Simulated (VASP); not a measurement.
C: single point with PBEsol

C, a slab with vacuum:

```xyz
8
Lattice="4.9123 0.0000 0.0000 -2.4562 4.2542 0.0000 0.0000 0.0000 8.5238" Properties=species:S:1:pos:R:3 pbc="T T T"
C    -0.0413    1.4332   -0.0279
C     1.2103    0.6955    0.0079
C    -1.2503    3.5568   -0.0239
C    -0.0343    2.8314   -0.0353
C     2.4863    1.3991   -0.0075
C     3.6616    0.6890    0.0492
C     1.2377    3.5361    0.0263
C     2.4685    2.8322   -0.0298
```

```json
{
 "Program": "VASP 6.6.1",
 "Task": "single point",
 "Functional": "PBEsol",
 "Potentials or basis": "VASP PAW PBE potentials, release 64 (C)",
 "Cutoff": "520 eV",
 "k mesh": "2 × 2 × 1",
 "Occupations": "methfessel-paxton, width 0.1 eV",
 "Spin": "no spin polarisation"
}
```

```
Largest force : 3.126 eV/Å
```

Forces on the atoms (eV/Å):
```
C    1.379 -1.361  0.513
C    0.250  1.995 -0.385
C    0.634 -0.499  0.112
C    1.473  0.784  0.362
C   -3.070  0.556  0.193
C    1.581  0.117 -0.702
C   -1.269 -1.005 -0.432
C   -0.979 -0.587  0.339
```

Wall time 12 s on 1 thread of Intel(R) Xeon(R) 6975P-C (Granite Rapids), on a shared host, peak memory 0.27 GiB.

Caveat: the k points lie up to 0.74 Å⁻¹ apart; there is no dipole correction, which matters where the two faces differ; the PAW data sets were made with another functional, which shifts forces and pressure a little.
